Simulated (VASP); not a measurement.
# MnS (P6_3mc) in VASP: single point with PBEsol

Aim: the single point of MnS with PBEsol.

Everything below comes from runs of VASP 6.6.1. Logs are shortened: lines on timing, memory, paths and dates and some standing lists are left out, and cuts for length are marked.

## (1) The cell of the first run

It takes space group P6_3mc (No. 186, hexagonal). Conventional cell: a = 3.868 Å, b = 3.868 Å, c = 6.173 Å, α = 90.00°, β = 90.00°, γ = 120.00°. Mn (site symmetry 3m) has 4 S at 2.27 to 2.38 Å within 3.0 Å. Within 3.0 Å of S (site symmetry 3m) lie 4 Mn at 2.27 to 2.38 Å.

## (2) Single point, PBEsol, collinear spin, antiferromagnetic start

Input file INCAR:

```
SYSTEM = MnS
PREC = Accurate
ENCUT = 520
EDIFF = 1E-7
ISMEAR = 0
SIGMA = 0.02
LREAL = .False.
LASPH = .True.
NELM = 150
ALGO = Normal
ISIF = 2
LWAVE = .False.
LCHARG = .False.
ISPIN = 2
MAGMOM = 4.12 -4.12 0 0
LORBIT = 11
LMAXMIX = 4
GGA = PS
NBANDS = 31
```

Input file KPOINTS:

```
Automatic mesh
0
Gamma
  12 12 6
  0 0 0
```

Input file POSCAR:

```
MnS
1.0
    3.8676232358      0.0000000000      0.0000000000
   -1.9338116179      3.3494599745      0.0000000000
    0.0000000000      0.0000000000      6.1729065456
Mn S
2 2
Direct
    0.3333333333      0.6666666667      0.0083717718
    0.6666666667      0.3333333333      0.5083718251
    0.3333333333      0.6666666667      0.3766282414
    0.6666666667      0.3333333333      0.8766281617
```

Potentials or basis: VASP PAW PBE potentials, release 64 (Mn_pv, S).

Command:

```
$ cat potpaw_PBE.64/Mn_pv/POTCAR potpaw_PBE.64/S/POTCAR > POTCAR
$ mpirun -np 1 vasp_std > vasp.out
```

OUTCAR:

```text
SYSTEM = MnS
   PREC = Accurate
   ENCUT = 520
   EDIFF = 1E-7
   ISMEAR = 0
   LREAL = .False.
   LASPH = .True.
   NELM = 150
   ISIF = 2
   ISPIN = 2
   LORBIT = 11
   GGA = PS

 ion  position               nearest neighbor table
   1  0.333  0.667  0.008-   3 2.27   4 2.38   4 2.38   4 2.38
   2  0.667  0.333  0.508-   4 2.27   3 2.38   3 2.38   3 2.38
   3  0.333  0.667  0.377-   1 2.27   2 2.38   2 2.38   2 2.38
   4  0.667  0.333  0.877-   2 2.27   1 2.38   1 2.38   1 2.38

  LATTYP: Found a hexagonal cell.
 ALAT       =     3.8676232358
 C/A-ratio  =     1.5960465043

  Lattice vectors:

 A1 = (   3.8676232358,   0.0000000000,   0.0000000000)
 A2 = (  -1.9338116179,   3.3494599745,   0.0000000000)
 A3 = (   0.0000000000,   0.0000000000,   6.1729065456)

Analysis of symmetry for initial positions (statically):
=====================================================================
 Subroutine PRICEL returns:
 Original cell was already a primitive cell.

 Routine SETGRP: Setting up the symmetry group for a
 hexagonal supercell.

 Subroutine GETGRP returns: Found 12 space group operations
 (whereof  6 operations were pure point group operations)
 out of a pool of 24 trial point group operations.

The static configuration has the point symmetry C_3v.
 The point group associated with its full space group is C_6v.

Analysis of symmetry for dynamics (positions and initial velocities):
=====================================================================
 Subroutine PRICEL returns:
 Original cell was already a primitive cell.

 Routine SETGRP: Setting up the symmetry group for a
 hexagonal supercell.

 Subroutine GETGRP returns: Found 12 space group operations
 (whereof  6 operations were pure point group operations)
 out of a pool of 24 trial point group operations.

The dynamic configuration has the point symmetry C_3v.
 The point group associated with its full space group is C_6v.

Analysis of structural, dynamic, and magnetic symmetry:
=====================================================================
 Subroutine PRICEL returns:
 Original cell was already a primitive cell.

 Routine SETGRP: Setting up the symmetry group for a
 hexagonal supercell.

 Subroutine GETGRP returns: Found 12 space group operations
 (whereof  6 operations were pure point group operations)
 out of a pool of 24 trial point group operations.

The overall configuration has the point symmetry C_3v.
 The point group associated with its full space group is C_6v.

 Subroutine INISYM returns: Found 12 space group operations
 (whereof  6 operations are pure point group operations),
 and found     1 'primitive' translations

----------------------------------------------------------------------------------------

                                     Primitive cell

  volume of cell :      79.9666

  direct lattice vectors                    reciprocal lattice vectors
     3.867623236  0.000000000  0.000000000     0.258556726  0.149277795  0.000000000
    -1.933811618  3.349459975  0.000000000     0.000000000  0.298555590  0.000000000
     0.000000000  0.000000000  6.172906546     0.000000000  0.000000000  0.161998241

  length of vectors
     3.867623236  3.867623236  6.172906546     0.298555590  0.298555590  0.161998241

  position of ions in fractional coordinates (direct lattice)
     0.333333333  0.666666667  0.008371772
     0.666666667  0.333333333  0.508371825
     0.333333333  0.666666667  0.376628241
     0.666666667  0.333333333  0.876628162

  ion indices of the primitive-cell ions
   primitive index   ion index
                 1           1
                 2           2
                 3           3
                 4           4

----------------------------------------------------------------------------------------

 KPOINTS: Automatic mesh

Automatic generation of k-mesh.
 Grid dimensions read from file:
 generate k-points for:   12   12    6

 Generating k-lattice:

  Cartesian coordinates                     Fractional coordinates (reciprocal lattice)
     0.021546394  0.012439816  0.000000000     0.083333333  0.000000000  0.000000000
     0.000000000  0.024879633  0.000000000     0.000000000  0.083333333  0.000000000
     0.000000000  0.000000000  0.026999707     0.000000000  0.000000000  0.166666667

  Length of vectors
     0.024879633  0.024879633  0.026999707

  Shift w.r.t. Gamma in fractional coordinates (k-lattice)
     0.000000000  0.000000000  0.000000000

 Subroutine IBZKPT returns following result:
 ===========================================

 Found     76 irreducible k-points:

 Following reciprocal coordinates:
            Coordinates               Weight
  0.000000  0.000000  0.000000      1.000000
  0.083333  0.000000  0.000000      6.000000
  0.166667  0.000000  0.000000      6.000000
  0.250000  0.000000  0.000000      6.000000
  0.333333 -0.000000  0.000000      6.000000
  0.416667  0.000000  0.000000      6.000000
[... 16 lines left out ...]
  0.250000  0.000000  0.166667     12.000000
  0.333333 -0.000000  0.166667     12.000000
 [... further k-points ...]
   k-points           NKPTS =     76   k-points in BZ     NKDIM =     76   number of bands    NBANDS=     31
   number of dos      NEDOS =    301   number of ions     NIONS =      4
   total plane-waves  NPLWV =  43200
   dimension x,y,z NGX =    30 NGY =   30 NGZ =   48
   dimension x,y,z NGXF=    60 NGYF=   60 NGZF=   96
   ions per type =               2   2
   NGX,Y,Z   is equivalent  to a cutoff of  12.90, 12.90, 12.93 a.u.
   NGXF,Y,Z  is equivalent  to a cutoff of  25.79, 25.79, 25.85 a.u.
 SYSTEM =  MnS
   PREC   = accura    normal or accurate (medium, high low for compatibility)
   ISTART =      0    job   : 0-new  1-cont  2-samecut
   ICHARG =      2    charge: 1-file 2-atom 10-const
   ISPIN  =      2    spin polarized calculation?
   LNONCOLLINEAR =      F non collinear calculations
   LSORBIT =      F    spin-orbit coupling
   LASPH  =      T    aspherical Exc in radial PAW
   ENCUT  =  520.0 eV  38.22 Ry    6.18 a.u.   7.19  7.19 11.48*2*pi/ulx,y,z
   NELM   =    150;   NELMIN=  2; NELMDL= -5     # of ELM steps
   EDIFF  = 0.1E-06   stopping-criterion for ELM
   LREAL  =      F    real-space projection
   EDIFFG = 0.1E-05   stopping-criterion for IOM
   NSW    =      0    number of steps for IOM
   IBRION =     -1    ionic relax: 0-MD 1-quasi-New 2-CG
   NFREE  =      0    steps in history (QN), initial steepest desc. (CG)
   ISIF   =      2    stress and relaxation
   ISYM   =      2    0-nonsym 1-usesym 2-fastsym
   POTIM  = 0.5000    time-step for ionic-motion
   TEBEG  =    0.0;   TEEND  =   0.0 temperature during run
   PSTRESS=    0.0 pullay stress
   NELECT =      38.0000    total number of electrons
   NUPDOWN=      -1.0000    fix difference up-down
   EMIN   =  10.00;   EMAX   =-10.00  energy-range for DOS
   EFERMI =   0.00;   METHOD = LEGACY
   ISMEAR =     0;   SIGMA  =   0.02  broadening in eV -4-tet -1-fermi 0-gaus
   EFERMI_NEDOS =   21; number of points for ismear=-14 and -15
   IALGO  =     38    algorithm
   IMIX   =      4    mixing-type and parameters
     AMIX     =   0.40;   BMIX     =  1.00
     AMIX_MAG =   1.60;   BMIX_MAG =  1.00
  volume/ion in A,a.u.               =      19.99       134.91
  Fermi-wavevector in a.u.,A,eV,Ry     =   1.277516  2.414156 22.205363  1.632048
  Thomas-Fermi vector in A             =   2.410111
   LORBIT       =     11    0 simple, 1 ext, 2 COOP (PROOUT), +10 PAW based schemes
   GGA     = PS    functional components
   LHFCALC =     F    Hartree Fock is set to
   AEXX    =    0.0000 exact exchange contribution
   IVDW    =     0    specifies the selected vdW correction
   LEPSILON=     F    determine dielectric tensor
   LRPA    =     F    only Hartree local field effects (RPA)
 spin polarized calculation
 Gauss-broadening in eV      SIGMA  =   0.02
  energy-cutoff  :      520.00
  volume of cell :       79.97
 maximum number of plane-waves:      2178
 NGX is ok and might be reduce to    30
   NGX = 15   NGY = 15   NGZ = 23

 number of electron      38.0000000 magnetization      -0.0000000

 number of electron      38.0000011 magnetization       0.0000000

 Free energy of the ion-electron system (eV)
  ---------------------------------------------------
  ext. energy  EPLUGINS =         0.00000000
  ---------------------------------------------------
  free energy    TOTEN  =       -30.06926785 eV

  energy without entropy =      -30.06926785  energy(sigma->0) =      -30.06926785

 E-fermi :   4.9760     XC(G=0):  -9.9540

 val. band max:        4.8263843754   @ k =   0.0000   0.0000   0.5000
 cond. band min:       5.3561546222   @ k =   0.3333   0.3333   0.5000
 fundamental gap:      0.5297702468
 Fermi energy:         4.9760431628

 spin component 1

 k-point     1 :       0.0000    0.0000    0.0000
  band No.  band energies     occupation
      1     -45.1062      1.00000
      2     -45.1062      1.00000
      3     -45.0326      1.00000
      4     -40.8919      1.00000
      5     -40.8710      1.00000
      6     -40.8710      1.00000
[... 805 lines left out ...]
     30      13.2350      0.00000
     31      13.8470      0.00000

 [... further k-points ...]

 spin component 2

 k-point     1 :       0.0000    0.0000    0.0000
  band No.  band energies     occupation
      1     -45.1062      1.00000
      2     -45.1062      1.00000
      3     -45.0326      1.00000
      4     -40.8919      1.00000
      5     -40.8710      1.00000
      6     -40.8710      1.00000
[... 805 lines left out ...]
     30      12.9756      0.00000
     31      13.7270      0.00000

 [... further k-points ...]

------------------------ aborting loop because EDIFF is reached ----------------------------------------

  FORCE on cell =-STRESS in cart. coord.  units (eV):
  Direction    XX          YY          ZZ          XY          YZ          ZX
  --------------------------------------------------------------------------------------
  -------------------------------------------------------------------------------------
  Total        0.0619809      0.0619809      0.0544447      0.0000000     -0.0000000      0.0000000
  in kB        1.2418229      1.2418229      1.0908310      0.0000000     -0.0000000      0.0000000
  external PRESSURE =       1.1914922 kB  Pullay stress =       0.0000000 kB

 VOLUME and BASIS-vectors are now :
 -----------------------------------------------------------------------------
  energy-cutoff  :      520.00
  volume of cell :       79.97
      direct lattice vectors                 reciprocal lattice vectors
     3.867623236  0.000000000  0.000000000     0.258556726  0.149277795  0.000000000
    -1.933811618  3.349459975  0.000000000     0.000000000  0.298555590  0.000000000
     0.000000000  0.000000000  6.172906546     0.000000000  0.000000000  0.161998241

 POSITION                                       TOTAL-FORCE (eV/Angst)
 -----------------------------------------------------------------------------------
     -0.00000      2.23297      0.05168         0.000000     -0.000000     -0.000851
      1.93381      1.11649      3.13813        -0.000000     -0.000000     -0.000851
     -0.00000      2.23297      2.32489         0.000000      0.000000      0.000851
      1.93381      1.11649      5.41134         0.000000     -0.000000      0.000851
 -----------------------------------------------------------------------------------
    total drift:                                0.000000      0.000000     -0.002688

  FREE ENERGIE OF THE ION-ELECTRON SYSTEM (eV)
  ---------------------------------------------------
  free  energy   TOTEN  =       -30.0692678481 eV

  energy  without entropy=      -30.0692678481  energy(sigma->0) =      -30.06926785

 total charge

# of ion       s       p       d       tot
------------------------------------------
    1        0.282   6.240   4.983  11.505
    2        0.282   6.240   4.983  11.505
    3        1.309   2.439   0.000   3.748
    4        1.309   2.439   0.000   3.748
--------------------------------------------------
tot          3.181  17.358   9.967  30.506

 magnetization (x)

# of ion       s       p       d       tot
------------------------------------------
    1        0.028   0.051   3.916   3.995
    2       -0.028  -0.051  -3.916  -3.995
    3       -0.005  -0.026   0.000  -0.031
    4        0.005   0.026   0.000   0.031
--------------------------------------------------
tot          0.000   0.000   0.000   0.000
```

It took 4.8 min on 1 thread of Intel Xeon Platinum 8488C (Sapphire Rapids), shared host; peak memory 0.41 GiB.

What came out:

| Property | Result |
| --- | --- |
| Free energy | -30.0693 eV |
| Pressure | 0.1 GPa |
| Band gap on the k mesh | 0.53 eV (least direct gap 1.31 eV) |
| Net moment | 0.00 μB per cell |
| Site moments | Mn +4.00, -4.00; S -0.03, +0.03 μB |
| Valence electrons inside the program's atomic spheres | Mn 11.51; S 3.75 |

Caveat: the antiferromagnetic order is the one typed at the start, and another may lie lower; the PAW data sets were made with another functional, which shifts forces and pressure a little. PBEsol gaps usually lie below the measured ones, often by a third to a half.
